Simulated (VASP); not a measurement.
A run of VASP 6.6.1:

INCAR

```
PREC = Accurate
ENCUT = 520
EDIFF = 1E-7
ISMEAR = 0
SIGMA = 0.023
LREAL = F
LASPH = T
NELM = 100
ALGO = Normal
ISIF = 2
LWAVE = F
LCHARG = F
GGA = PE
NBANDS = 16
```

KPOINTS

```
Automatic mesh
0
Gamma
  8 8 8
```

POSCAR

```
InAs
1.0
    0.0000000000      2.8773040000      2.8773040000
    2.8773040000      0.0000000000      2.8773040000
    2.8773040000      2.8773040000      0.0000000000
In As
1 1
Direct
    0.5000000000      0.5000000000      0.5000000000
    0.0000000000      0.0000000000      0.0000000000
```

Potentials or basis: VASP PAW PBE potentials, release 64 (In_d, As).

Command:

```bash
$ cat potpaw_PBE.64/In_d/POTCAR potpaw_PBE.64/As/POTCAR > POTCAR
$ mpirun -np 1 vasp_std > vasp.out
```

Hardware: 1 thread of Intel Xeon 8259CL, with other jobs on the host.

Question: How long does it take, and how much memory?

Answer: Run time: 39 s on 1 thread of Intel Xeon 8259CL, on a shared host, peak memory 0.18 GiB. Counts: scf iterations 13, k points 29.
